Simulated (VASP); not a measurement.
Input of a VASP 6.6.1 run:

INCAR

```
ALGO     = Normal         # electronic algorithm
EDIFF    = 1E-7           # SCF threshold, eV
EDIFFG   = -0.002         # ionic threshold
ENCUT    = 450            # plane-wave cutoff, eV
GGA      = PS             # functional
GGA_COMPAT= False        
IBRION   = 2              # ionic algorithm
ISIF     = 2              # what is computed and relaxed
ISMEAR   = 0              # smearing method
LASPH    = True           # aspherical terms in the spheres
LCHARG   = False          # write CHGCAR
LREAL    = False          # projectors in reciprocal space
LWAVE    = False          # write WAVECAR
NELM     = 120            # most SCF steps
NELMIN   = 4            
NSW      = 60             # ionic steps
PREC     = Accurate       # precision mode
SIGMA    = 0.02           # smearing width, eV
```

KPOINTS

```
k-points
0
Gamma
  10 10 10
```

POSCAR

```
GaAs
1.0
    0.0000000000      2.7191670983      2.8957290410
    2.7191670983      0.0000000000      2.8957290410
    2.7191670983      2.7191670983      0.0000000000
Ga As
1 1
Direct
    0.0000000000      0.0000000000      0.0000000000
    0.2500000000      0.2500000000      0.2500000000
```

Potentials or basis: VASP PAW PBE potentials, release 64 (Ga_d, As).

Launch:

```sh
$ cat potpaw_PBE.64/Ga_d/POTCAR potpaw_PBE.64/As/POTCAR > POTCAR
$ mpirun -np 1 vasp_std > vasp.out
```

(1) What does it give for the band gap on the k mesh?

## Answers

(1) 0.69 eV.

Caveat: the cell differs from its parent crystal (strained cell); semilocal functionals underestimate gaps, and a narrow one can read as zero.
